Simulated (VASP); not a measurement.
A run of VASP 6.6.1 is set up as follows.

Contents of INCAR:

```
PREC = Accurate ; ENCUT = 520
EDIFF = 1E-6 ; ISMEAR = 0
SIGMA = 0.05 ; LREAL = F
LASPH = T ; NELM = 60
ALGO = Normal ; ISIF = 2
LWAVE = F ; LCHARG = F
GGA = PE ; NBANDS = 28
```

File KPOINTS:

```
Automatic mesh
0
Gamma
  8 8 8
```

The input POSCAR:

```
BaTiO3
1.0
    4.0192501416      0.0000000000      0.0000000000
    0.0000000000      4.0192501416      0.0000000000
    0.0000000000      0.0000000000      4.0192501416
Ba Ti O
1 1 3
Direct
    0.5000000000      0.5000000000      0.5000000000
    0.0000000000      0.0000000000      0.0000000000
    0.5000000000     -0.0281488041     -0.0281488041
    0.0000000000      0.5000000000      0.0000000000
    0.0000000000      0.0000000000      0.5000000000
```

Potentials or basis: VASP PAW PBE potentials, release 64 (Ba_sv, Ti_sv, O).

The run is started by

```sh
$ cat potpaw_PBE.64/Ba_sv/POTCAR potpaw_PBE.64/Ti_sv/POTCAR potpaw_PBE.64/O/POTCAR > POTCAR
$ mpirun -np 1 vasp_std > vasp.out
```

(1) Predict the largest force.

(2) Estimate the pressure.

(3) Predict the band gap on the k mesh.

## Answers

(1) 0.910 eV/Å.

(2) 1.8 GPa.

(3) 1.69 eV (least direct gap 1.88 eV).

Caveat: the cell differs from its parent crystal (atom 3 (O) moved +0.160 Å towards its neighbour atom 1 (Ba) at 2.842 Å); spin-orbit coupling is left out, which moves the levels of the heavy elements.
